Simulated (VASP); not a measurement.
A run of VASP 6.6.1 is set up as follows.

The input INCAR:

```
PREC     = Accurate       # precision mode
ENCUT    = 520            # plane-wave cutoff, eV
EDIFF    = 1E-6           # SCF threshold, eV
ISMEAR   = 0              # smearing method
SIGMA    = 0.05           # smearing width, eV
LREAL    = False          # projectors in reciprocal space
LASPH    = True           # aspherical terms in the spheres
NELM     = 60             # most SCF steps
ALGO     = Normal         # electronic algorithm
ISIF     = 2              # what is computed and relaxed
LWAVE    = False          # write WAVECAR
LCHARG   = False          # write CHGCAR
GGA      = PS             # functional
NBANDS   = 26             # bands
```

KPOINTS

```
Automatic mesh
0
Gamma
  6 6 6
```

POSCAR

```
MgO
1.0
    4.2149416169      0.0000000000      0.0000000000
    0.0000000000     -4.2149416169      0.0000000000
    0.0000000000      0.0000000000     -4.2149416169
Mg O
4 4
Direct
   -0.0711310624      0.0711310624      0.0251486283
    0.5000000000      0.5000000000      0.0000000000
    0.5000000000      0.0000000000      0.5000000000
    0.0000000000      0.5000000000      0.5000000000
    0.5000000000      0.0000000000      0.0000000000
    0.0000000000      0.5000000000      0.0000000000
    0.0000000000      0.0000000000      0.5000000000
    0.5000000000      0.5000000000      0.5000000000
```

Potentials or basis: VASP PAW PBE potentials, release 64 (Mg, O).

Run with:

```sh
$ cat potpaw_PBE.64/Mg/POTCAR potpaw_PBE.64/O/POTCAR > POTCAR
$ mpirun -np 1 vasp_std > vasp.out
```

Q: Predict the largest force.

A: 4.966 eV/Å.

Q: Predict the pressure.

A: 5.1 GPa.

Q: Estimate the band gap on the k mesh.

A: 4.57 eV, direct.

Forces in eV/Å, atoms in the order of the input:
```
Mg   3.470  3.470  0.758
Mg  -0.945 -0.945  0.110
Mg  -0.756  0.257 -0.316
Mg   0.257 -0.756 -0.316
O   -1.480 -0.211 -0.067
O   -0.211 -1.480 -0.067
O   -0.439 -0.439 -0.147
O    0.104  0.104  0.044
```

Caveat: the cell differs from its parent crystal (atom 1 (Mg) moved by -0.424 Å along [1 1 0] and -0.106 Å along [0 0 1]); the PAW data sets were made with another functional, which shifts forces and pressure a little.
